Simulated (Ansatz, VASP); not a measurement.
**HfH2 in VASP and in Ansatz**

INCAR

```
PREC = Accurate
ENCUT = 520
EDIFF = 1E-7
ISMEAR = 0
SIGMA = 0.1
LREAL = F
LASPH = T
NELM = 60
ALGO = Normal
ISIF = 2
LWAVE = F
LCHARG = T
GGA = PS
LELF = T
LVHAR = T
NBANDS = 21
```

Contents of KPOINTS:

```
Automatic mesh
0
Gamma
  10 10 8
```

Contents of POSCAR:

```
HfH2
1.0
    3.5681971929      0.0000000000      0.0000000000
    0.0000000000      3.5681971929      0.0000000000
    0.0000000000      0.0000000000      4.3648017824
Hf H
2 4
Direct
    0.0000000000      0.0000000000      0.0000000000
    0.5000000000      0.5000000000      0.5000000000
    0.0000000000      0.5000000000      0.2500000000
    0.5000000000      0.0000000000      0.2500000000
    0.5000000000      0.0000000000      0.7500000000
    0.0000000000      0.5000000000      0.7500000000
```

Input for Ansatz:

```yaml
crystal:
  lattice:
    - [3.5681971929, 0.0, 0.0]
    - [0.0, 3.5681971929, 0.0]
    - [0.0, 0.0, 4.3648017824]
  atoms:
    - { symbol: Hf, position: [0.0, 0.0, 0.0] }
    - { symbol: Hf, position: [0.5, 0.5, 0.5] }
    - { symbol: H, position: [0.0, 0.5, 0.25] }
    - { symbol: H, position: [0.5, 0.0, 0.25] }
    - { symbol: H, position: [0.5, 0.0, 0.75] }
    - { symbol: H, position: [0.0, 0.5, 0.75] }
basis:
  ecutwfc: 420
kpoints:
  mp_grid: { grid: [10, 10, 8] }
hamiltonian:
  xc: pbesol
scf:
  occupations: { method: gaussian, width: 0.1 }
output:
  forces: true
  stress: true
  eigenvalues: true
  write_density: true
  write_potential: true
  elf: true
  volumetric_format: npy
```

Change from the starting cell: equal strain along all axes, cell held, atoms relaxed: +3.0 %.

Alike in both runs: task single point; functional PBEsol; k mesh 10 × 10 × 8; occupations gaussian, width 0.1 eV; no spin polarisation.

|  | VASP | Ansatz |
| --- | --- | --- |
| version | VASP 6.6.1 | Ansatz 0.2.0 |
| potentials or method | VASP PAW PBE potentials, release 64 (Hf_pv, H), cutoff 520 eV | scalar-relativistic, plane waves, PAW |
| valence electrons in the cell | 24 | 56 |

|  | VASP | Ansatz | Ansatz less VASP |
| --- | --- | --- | --- |
| gap on the k mesh at the Fermi level (eV) | none | none | - |
| pressure (GPa) | -12.4 | -11.7 | +0.67 |
| traceless stress, the component that is largest in VASP (GPa) | 0.80 | 0.76 | -0.034 |

VASP's potentials were made for PBE, not for PBEsol. A gap of «none» marks a metal or a gap that the smearing closes. The functional is the same, so the differences come from potentials, cutoffs and numerics. VASP's potentials hold 24 valence electrons a cell and Ansatz's 56, so a difference there can come from the potentials and not from the codes.

Spin-orbit coupling is off throughout.
